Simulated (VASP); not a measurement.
# GaAs (I-4m2) in VASP: settings compared

Aim: see how the results for GaAs move with the level of theory and the settings. Levels: PBE, r2SCAN. Tasks: single point.

All numbers are computed with VASP 6.6.1; they aren't measurements. Logs are shortened: lines on timing, memory, paths and dates and some standing lists are left out, and cuts for length are marked.

### 1 The cell of the first run

The structure is tetragonal, space group I-4m2 (No. 119). Conventional cell: a = 4.007 Å, b = 4.007 Å, c = 5.440 Å, α = 90.00°, β = 90.00°, γ = 90.00°. Ga (site symmetry -4m2) has 4 As at 2.42 Å within 3.2 Å. Within 3.2 Å of As (site symmetry -4m2) lie 4 Ga at 2.42 Å.

### 2 Single point, PBE (uniaxial z strain -4.0%)

File INCAR:

```
PREC = Accurate ; ENCUT = 520
EDIFF = 1E-6 ; ISMEAR = 0
SIGMA = 0.01 ; LREAL = False
LASPH = True ; NELM = 100
ALGO = Normal ; ISIF = 2
LWAVE = False ; LCHARG = False
GGA = PE ; NBANDS = 16
```

File KPOINTS:

```
Automatic mesh
0
Gamma
  4 4 4
```

File POSCAR:

```
GaAs
1.0
    0.0000000000      2.8330850955      2.7197616916
    2.8330850955      0.0000000000      2.7197616916
    2.8330850955      2.8330850955      0.0000000000
Ga As
1 1
Direct
    0.0000000000      0.0000000000      0.0000000000
    0.2500000000      0.2500000000      0.2500000000
```

Potentials or basis: VASP PAW PBE potentials, release 64 (Ga_d, As).

The run is started by

```sh
cat potpaw_PBE.64/Ga_d/POTCAR potpaw_PBE.64/As/POTCAR > POTCAR
mpirun -np 1 vasp_std > vasp.out
```

OUTCAR:

```text
PREC = Accurate
   ENCUT = 520
   EDIFF = 1E-6
   ISMEAR = 0
   LREAL = False
   LASPH = True
   NELM = 100
   ISIF = 2
   GGA = PE

 ion  position               nearest neighbor table
   1  0.000  0.000  0.000-   2 2.42   2 2.42   2 2.42   2 2.42
   2  0.250  0.250  0.250-   1 2.42   1 2.42   1 2.42   1 2.42

  LATTYP: Found a body centered tetragonal cell.
 ALAT       =     4.0065873654
 C/A-ratio  =     1.3576450198

  Lattice vectors:

 A1 = (   0.0000000000,  -2.8330850955,  -2.7197616916)
 A2 = (   0.0000000000,   2.8330850955,  -2.7197616916)
 A3 = (   2.8330850955,   0.0000000000,   2.7197616916)

Analysis of symmetry for initial positions (statically):
=====================================================================
 Subroutine PRICEL returns:
 Original cell was already a primitive cell.

 Routine SETGRP: Setting up the symmetry group for a
 body centered tetragonal supercell.

 Subroutine GETGRP returns: Found  8 space group operations
 (whereof  8 operations were pure point group operations)
 out of a pool of 16 trial point group operations.

The static configuration has the point symmetry D_2d.

Analysis of symmetry for dynamics (positions and initial velocities):
=====================================================================
 Subroutine PRICEL returns:
 Original cell was already a primitive cell.

 Routine SETGRP: Setting up the symmetry group for a
 body centered tetragonal supercell.

 Subroutine GETGRP returns: Found  8 space group operations
 (whereof  8 operations were pure point group operations)
 out of a pool of 16 trial point group operations.

The dynamic configuration has the point symmetry D_2d.

 Subroutine INISYM returns: Found  8 space group operations
 (whereof  8 operations are pure point group operations),
 and found     1 'primitive' translations

----------------------------------------------------------------------------------------

                                     Primitive cell

  volume of cell :      43.6596

  direct lattice vectors                    reciprocal lattice vectors
     0.000000000  2.833085095  2.719761692    -0.176486051  0.176486051  0.183839636
     2.833085095  0.000000000  2.719761692     0.176486051 -0.176486051  0.183839636
     2.833085095  2.833085095  0.000000000     0.176486051  0.176486051 -0.183839636

  length of vectors
[... 69 lines left out ...]
   NELM   =    100;   NELMIN=  2; NELMDL= -5     # of ELM steps
   EDIFF  = 0.1E-05   stopping-criterion for ELM
   LREAL  =      F    real-space projection
   EDIFFG = 0.1E-04   stopping-criterion for IOM
   NSW    =      0    number of steps for IOM
   IBRION =     -1    ionic relax: 0-MD 1-quasi-New 2-CG
   NFREE  =      0    steps in history (QN), initial steepest desc. (CG)
   ISIF   =      2    stress and relaxation
   ISYM   =      2    0-nonsym 1-usesym 2-fastsym
   POTIM  = 0.5000    time-step for ionic-motion
   TEBEG  =    0.0;   TEEND  =   0.0 temperature during run
   PSTRESS=    0.0 pullay stress
   NELECT =      18.0000    total number of electrons
   NUPDOWN=      -1.0000    fix difference up-down
   EMIN   =  10.00;   EMAX   =-10.00  energy-range for DOS
   EFERMI =   0.00;   METHOD = LEGACY
   ISMEAR =     0;   SIGMA  =   0.01  broadening in eV -4-tet -1-fermi 0-gaus
   EFERMI_NEDOS =   21; number of points for ismear=-14 and -15
   IALGO  =     38    algorithm
   IMIX   =      4    mixing-type and parameters
     AMIX     =   0.40;   BMIX     =  1.00
     AMIX_MAG =   1.60;   BMIX_MAG =  1.00
  volume/ion in A,a.u.               =      21.83       147.31
  Fermi-wavevector in a.u.,A,eV,Ry     =   1.218444  2.302526 20.199294  1.484606
  Thomas-Fermi vector in A             =   2.353730
   LORBIT       =      0    0 simple, 1 ext, 2 COOP (PROOUT), +10 PAW based schemes
   GGA     = PE    functional components
   LHFCALC =     F    Hartree Fock is set to
   AEXX    =    0.0000 exact exchange contribution
   IVDW    =     0    specifies the selected vdW correction
   LEPSILON=     F    determine dielectric tensor
   LRPA    =     F    only Hartree local field effects (RPA)
 non-spin polarized calculation
 Gauss-broadening in eV      SIGMA  =   0.01
  energy-cutoff  :      520.00
  volume of cell :       43.66
 maximum number of plane-waves:      1202
 NGX is ok and might be reduce to    30
   NGX = 15   NGY = 15   NGZ = 15

 number of electron      18.0000007 magnetization

 Free energy of the ion-electron system (eV)
  ---------------------------------------------------
  ext. energy  EPLUGINS =         0.00000000
  ---------------------------------------------------
  free energy    TOTEN  =        -8.01580588 eV

  energy without entropy =       -8.01580588  energy(sigma->0) =       -8.01580588

 E-fermi :   4.5026     XC(G=0):  -9.7180

 val. band max:        4.4593819954   @ k =   0.0000   0.0000   0.0000
 cond. band min:       5.0682047006   @ k =   0.0000   0.0000   0.0000
 fundamental gap:      0.6088227053
 Fermi energy:         4.5026476561

 k-point     1 :       0.0000    0.0000    0.0000
  band No.  band energies     occupation
      1     -10.6225      2.00000
      2     -10.6225      2.00000
      3     -10.6118      2.00000
      4     -10.5366      2.00000
      5     -10.5297      2.00000
      6      -8.6684      2.00000
[... 224 lines left out ...]
      3     -10.5694      2.00000
      4     -10.5392      2.00000
      5     -10.5339      2.00000
      6      -5.9719      2.00000
[... 8 lines left out ...]
     15      16.2336      0.00000
     16      17.4987      0.00000

------------------------ aborting loop because EDIFF is reached ----------------------------------------

  FORCE on cell =-STRESS in cart. coord.  units (eV):
  Direction    XX          YY          ZZ          XY          YZ          ZX
  --------------------------------------------------------------------------------------
  -------------------------------------------------------------------------------------
  Total        1.5795866      1.5795866      2.1942954      0.0000000      0.0000000      0.0000000
  in kB       57.9660789     57.9660789     80.5240474      0.0000000      0.0000000      0.0000000
  external PRESSURE =      65.4854017 kB  Pullay stress =       0.0000000 kB

 VOLUME and BASIS-vectors are now :
 -----------------------------------------------------------------------------
  energy-cutoff  :      520.00
  volume of cell :       43.66
      direct lattice vectors                 reciprocal lattice vectors
     0.000000000  2.833085095  2.719761692    -0.176486051  0.176486051  0.183839636
     2.833085095  0.000000000  2.719761692     0.176486051 -0.176486051  0.183839636
     2.833085095  2.833085095  0.000000000     0.176486051  0.176486051 -0.183839636

 POSITION                                       TOTAL-FORCE (eV/Angst)
 -----------------------------------------------------------------------------------
      0.00000      0.00000      0.00000        -0.000000     -0.000000      0.000000
      1.41654      1.41654      1.35988         0.000000      0.000000     -0.000000
 -----------------------------------------------------------------------------------
    total drift:                                0.000002      0.000002      0.000001

  FREE ENERGIE OF THE ION-ELECTRON SYSTEM (eV)
  ---------------------------------------------------
  free  energy   TOTEN  =        -8.0158058835 eV

  energy  without entropy=       -8.0158058835  energy(sigma->0) =       -8.01580588
```

OSZICAR:

```text
N       E                     dE             d eps       ncg     rms          rms(c)
DAV:   1     0.819378276296E+02    0.81938E+02   -0.89665E+03   416   0.163E+03
DAV:   2    -0.215306403462E+01   -0.84091E+02   -0.80513E+02   464   0.301E+02
DAV:   3    -0.812031550816E+01   -0.59673E+01   -0.59534E+01   480   0.639E+01
DAV:   4    -0.820799200403E+01   -0.87676E-01   -0.87657E-01   552   0.864E+00
DAV:   5    -0.820926390556E+01   -0.12719E-02   -0.12719E-02   496   0.922E-01    0.308E+00
DAV:   6    -0.803878626067E+01    0.17048E+00   -0.23895E-01   624   0.861E+00    0.187E+00
DAV:   7    -0.801368711210E+01    0.25099E-01   -0.82448E-02   576   0.205E+00    0.591E-01
DAV:   8    -0.801510729156E+01   -0.14202E-02   -0.12645E-02   496   0.128E+00    0.135E-01
DAV:   9    -0.801564978803E+01   -0.54250E-03   -0.11789E-03   504   0.403E-01    0.505E-02
DAV:  10    -0.801574196666E+01   -0.92179E-04   -0.96854E-05   576   0.110E-01    0.283E-02
DAV:  11    -0.801580578607E+01   -0.63819E-04   -0.87942E-05   480   0.737E-02    0.338E-03
DAV:  12    -0.801580588349E+01   -0.97420E-07   -0.15587E-06   480   0.172E-02
   1 F= -.80158059E+01 E0= -.80158059E+01  d E =-.654050E-12
```

stdout:

```text
POSCAR found type information on POSCAR GaAs
 POSCAR found :  2 types and       2 ions
 scaLAPACK will be used
 LDA part: xc-table for (Slater+PW92), standard interpolation
 POSCAR, INCAR and KPOINTS ok, starting setup
 FFT: planning ... GRIDC
 FFT: planning ... GRID_SOFT
 FFT: planning ... GRID
 WAVECAR not read
 entering main loop
```

Run time: 7.8 s. Hardware: 1 thread of Intel Xeon Platinum 8559C (Emerald Rapids), shared host; peak memory 0.16 GiB.

What came out:

| Quantity | Value |
| --- | --- |
| Free energy | -8.0158 eV |
| Pressure | 6.5 GPa |
| Band gap on the k mesh | 0.61 eV, direct |

Levels at points of the mesh, in eV from the valence-band top:
| k point | band 5 | band 6 | band 7 | band 8 | band 9 | band 10 | band 11 | band 12 | band 13 | band 14 |
| --- | --- | --- | --- | --- | --- | --- | --- | --- | --- | --- |
| (0.00, 0.00, 0.00) | -14.99 | -13.13 | -0.23 | -0.23 | 0.00 | 0.61 | 3.49 | 3.60 | 3.60 | 7.54 |
| (0.50, 0.00, 0.00) | -14.98 | -11.25 | -7.00 | -1.52 | -1.18 | 0.90 | 4.32 | 4.65 | 7.64 | 10.46 |
| (0.50, 0.50, 0.00) | -14.97 | -10.35 | -6.99 | -3.15 | -3.15 | 1.05 | 1.20 | 10.27 | 10.27 | 11.34 |
| (0.50, 0.00, 0.50) | -14.98 | -10.51 | -7.24 | -2.88 | -2.85 | 1.31 | 1.60 | 10.05 | 10.29 | 11.00 |

Caveat: the k points lie up to 0.49 Å⁻¹ apart; the cell differs from its parent crystal (uniaxial z strain -4.0%). A k mesh can miss the band edges.

### 3 Single point, PBE (uniaxial z strain -4.0%)

File INCAR:

```
PREC = Accurate
ENCUT = 520
EDIFF = 1E-7
ISMEAR = -1
SIGMA = 0.02
LREAL = F
LASPH = T
NELM = 60
ALGO = Normal
ISIF = 2
LWAVE = F
LCHARG = F
GGA = PE
NBANDS = 16
```

File KPOINTS:

```
Automatic mesh
0
Gamma
  8 8 8
```

POSCAR is that of step 2.

Potentials or basis: VASP PAW PBE potentials, release 64 (Ga_d, As).

The run is started by

```sh
cat potpaw_PBE.64/Ga_d/POTCAR potpaw_PBE.64/As/POTCAR > POTCAR
mpirun -np 1 vasp_std > vasp.out
```

It took 31 s on 1 thread of Intel Xeon Platinum 8559C (Emerald Rapids), shared host; peak memory 0.19 GiB.

Results (log left out):

```
Free energy            : -8.1928 eV
Pressure               : 6.3 GPa
Band gap on the k mesh : 0.62 eV, direct
```

Stress tensor (GPa, compression positive):
```
5.52 0.00 0.00
0.00 5.52 0.00
0.00 0.00 7.73
```

Levels at points of the mesh, in eV from the valence-band top:
```csv
k point,band 7,band 8,band 9,band 10,band 11,band 12
"(0.00, 0.00, 0.00)",-0.23,-0.23,0.00,0.62,3.52,3.63
"(0.50, 0.00, 0.00)",-6.98,-1.51,-1.18,0.92,4.35,4.68
"(0.50, 0.50, 0.00)",-6.96,-3.13,-3.13,1.08,1.22,10.29
"(0.50, 0.00, 0.50)",-7.21,-2.86,-2.84,1.34,1.62,10.07
```

Caveat: the cell differs from its parent crystal (uniaxial z strain -4.0%). A k mesh can miss the band edges.

### 4 Single point, r2SCAN (uniaxial z strain -4.0%)

POSCAR is that of step 3.

File INCAR.step1:

```
ALGO = Normal
EDIFF = 1E-4
ENCUT = 520
GGA = PE
ISMEAR = 0
LASPH = T
LCHARG = F
LREAL = F
LWAVE = T
NBANDS = 16
NELM = 80
PREC = Accurate
SIGMA = 0.01
```

File INCAR.step2:

```
ALGO = Normal
EDIFF = 1E-6
ENCUT = 520
ISIF = 2
ISMEAR = 0
ISTART = 1
LASPH = T
LCHARG = F
LMIXTAU = T
LREAL = F
LWAVE = F
METAGGA = R2SCAN
NBANDS = 16
NELM = 80
PREC = Accurate
SIGMA = 0.01
```

File KPOINTS:

```
k-points
0
Gamma
  8 8 8
```

Potentials or basis: VASP PAW PBE potentials, release 64 (Ga_d, As).

The run is started by

```sh
cat potpaw_PBE.64/Ga_d/POTCAR potpaw_PBE.64/As/POTCAR > POTCAR
cp INCAR.step1 INCAR
mpirun -np 1 vasp_std > vasp.out
cp INCAR.step2 INCAR
mpirun -np 1 vasp_std > vasp.out
```

OUTCAR:

```text
EDIFF = 1E-6
   ENCUT = 520
   ISIF = 2
   ISMEAR = 0
   ISTART = 1
   LASPH = T
   LREAL = F
   METAGGA = R2SCAN
   NELM = 80
   PREC = Accurate

 ion  position               nearest neighbor table
   1  0.000  0.000  0.000-   2 2.42   2 2.42   2 2.42   2 2.42
   2  0.250  0.250  0.250-   1 2.42   1 2.42   1 2.42   1 2.42

  LATTYP: Found a body centered tetragonal cell.
 ALAT       =     4.0065873654
 C/A-ratio  =     1.3576450198

  Lattice vectors:

[... 641 lines left out ...]

 [... further k-points ...]

------------------------ aborting loop because EDIFF is reached ----------------------------------------

  FORCE on cell =-STRESS in cart. coord.  units (eV):
  Direction    XX          YY          ZZ          XY          YZ          ZX
  --------------------------------------------------------------------------------------
  -------------------------------------------------------------------------------------
  Total        0.6806551      0.6806551      1.3800258      0.0000000      0.0000000      0.0000000
  in kB       24.9779965     24.9779965     50.6427987      0.0000000      0.0000000      0.0000000
  external PRESSURE =      33.5329306 kB  Pullay stress =       0.0000000 kB

 VOLUME and BASIS-vectors are now :
 -----------------------------------------------------------------------------
  energy-cutoff  :      520.00
  volume of cell :       43.66
      direct lattice vectors                 reciprocal lattice vectors
     0.000000000  2.833085095  2.719761692    -0.176486051  0.176486051  0.183839636
     2.833085095  0.000000000  2.719761692     0.176486051 -0.176486051  0.183839636
     2.833085095  2.833085095  0.000000000     0.176486051  0.176486051 -0.183839636

 POSITION                                       TOTAL-FORCE (eV/Angst)
 -----------------------------------------------------------------------------------
      0.00000      0.00000      0.00000        -0.000000     -0.000000      0.000000
      1.41654      1.41654      1.35988         0.000000      0.000000     -0.000000
 -----------------------------------------------------------------------------------
    total drift:                               -0.000007     -0.000007      0.000021

  FREE ENERGIE OF THE ION-ELECTRON SYSTEM (eV)
  ---------------------------------------------------
  free  energy   TOTEN  =       -27.0242573133 eV

  energy  without entropy=      -27.0242573133  energy(sigma->0) =      -27.02425731
```

OUTCAR.step1:

```text
EDIFF = 1E-4
   ENCUT = 520
   GGA = PE
   ISMEAR = 0
   LASPH = T
[... 678 lines left out ...]
 -----------------------------------------------------------------------------------
      0.00000      0.00000      0.00000         0.000000      0.000000      0.000000
      1.41654      1.41654      1.35988        -0.000000     -0.000000     -0.000000
 -----------------------------------------------------------------------------------
    total drift:                                0.000002      0.000002      0.000001

  FREE ENERGIE OF THE ION-ELECTRON SYSTEM (eV)
  ---------------------------------------------------
  free  energy   TOTEN  =        -8.1927688902 eV

  energy  without entropy=       -8.1927688902  energy(sigma->0) =       -8.19276889
```

OSZICAR.step1:

```text
N       E                     dE             d eps       ncg     rms          rms(c)
DAV:   1     0.838169890796E+02    0.83817E+02   -0.90690E+03  1944   0.158E+03
DAV:   2    -0.187437452131E+01   -0.85691E+02   -0.82027E+02  2120   0.306E+02
DAV:   3    -0.826214142109E+01   -0.63878E+01   -0.63682E+01  2320   0.659E+01
DAV:   4    -0.835979487959E+01   -0.97653E-01   -0.97639E-01  2328   0.897E+00
DAV:   5    -0.836110597987E+01   -0.13111E-02   -0.13111E-02  2400   0.945E-01    0.301E+00
DAV:   6    -0.821366374138E+01    0.14744E+00   -0.21298E-01  2840   0.824E+00    0.183E+00
DAV:   7    -0.819155016980E+01    0.22114E-01   -0.68864E-02  2456   0.194E+00    0.566E-01
DAV:   8    -0.819231598927E+01   -0.76582E-03   -0.10618E-02  2352   0.117E+00    0.123E-01
DAV:   9    -0.819270644851E+01   -0.39046E-03   -0.95136E-04  2352   0.350E-01    0.484E-02
DAV:  10    -0.819276889021E+01   -0.62442E-04   -0.63215E-05  1928   0.978E-02
   1 F= -.81927689E+01 E0= -.81927689E+01  d E =-.337157E-52
```

Wall time 1.8 min (1 thread of Intel Xeon 6975P-C (Granite Rapids), shared host); peak memory 0.19 GiB.

What came out:

```
Free energy            : -27.0243 eV
Pressure               : 3.4 GPa
Band gap on the k mesh : 1.11 eV, direct
```

Caveat: the cell differs from its parent crystal (uniaxial z strain -4.0%); the PAW data sets were made with another functional, which shifts forces and pressure a little. A k mesh can miss the band edges.

### 5 Single point, PBE (uniaxial z strain -4.0%)

File INCAR:

```
PREC = Accurate
ENCUT = 600
EDIFF = 1E-6
ISMEAR = -1
SIGMA = 0.02
LREAL = F
LASPH = T
NELM = 120
ALGO = Normal
ISIF = 2
LWAVE = F
LCHARG = F
GGA = PE
NBANDS = 21
GGA_COMPAT = F
```

File KPOINTS:

```
Automatic mesh
0
Gamma
  8 8 8
```

POSCAR is that of step 4.

Potentials or basis: VASP PAW PBE potentials, release 64 (Ga_d, As_d).

The run is started by

```sh
cat potpaw_PBE.64/Ga_d/POTCAR potpaw_PBE.64/As_d/POTCAR > POTCAR
mpirun -np 1 vasp_std > vasp.out
```

Run time: 29 s. Hardware: 1 thread of Intel Xeon Platinum 8488C (Sapphire Rapids), shared host; peak memory 0.21 GiB.

The run converged. Its results:

- Free energy: -8.2079 eV
- Pressure: 6.0 GPa
- Band gap on the k mesh: 0.62 eV, direct

Stress tensor (GPa, compression positive):
```
5.22 0.00 0.00
0.00 5.22 0.00
0.00 0.00 7.43
```

Levels at points of the mesh, in eV from the valence-band top:
| k point | band 11 | band 12 | band 13 | band 14 | band 15 | band 16 | band 17 | band 18 |
| --- | --- | --- | --- | --- | --- | --- | --- | --- |
| (0.00, 0.00, 0.00) | -13.12 | -0.22 | -0.22 | 0.00 | 0.62 | 3.54 | 3.65 | 3.65 |
| (0.50, 0.00, 0.00) | -11.25 | -6.97 | -1.51 | -1.17 | 0.92 | 4.36 | 4.69 | 7.66 |
| (0.50, 0.50, 0.00) | -10.36 | -6.95 | -3.13 | -3.13 | 1.09 | 1.23 | 10.31 | 10.31 |
| (0.50, 0.00, 0.50) | -10.52 | -7.20 | -2.86 | -2.83 | 1.35 | 1.63 | 10.08 | 10.34 |

Caveat: the cell differs from its parent crystal (uniaxial z strain -4.0%). A k mesh can miss the band edges.

### 6 Summary

| level | potentials or basis | k mesh | cutoff (eV) | smearing | second run | gap on the mesh (eV) | pressure (GPa) |
| --- | --- | --- | --- | --- | --- | --- | --- |
| PBE | VASP PAW PBE potentials, release 64 (Ga_d, As) | 4 × 4 × 4 | 520 | gaussian 0.01 eV | - | 0.61 | 6.5 |
| PBE | VASP PAW PBE potentials, release 64 (Ga_d, As) | 8 × 8 × 8 | 520 | fermi-dirac 0.02 eV | - | 0.62 | 6.3 |
| r2SCAN | VASP PAW PBE potentials, release 64 (Ga_d, As) | 8 × 8 × 8 | 520 | gaussian 0.01 eV | - | 1.11 | 3.4 |
| PBE | VASP PAW PBE potentials, release 64 (Ga_d, As_d) | 8 × 8 × 8 | 600 | fermi-dirac 0.02 eV | valence_matched | 0.62 | 6.0 |

Alike in all rows: task single point; no spin polarisation; cell as given.

Caveats: some runs use coarse meshes; the PAW data sets were made with another functional, which shifts forces and pressure a little (some runs).

Absolute energies hang on the potentials; compare differences alone.
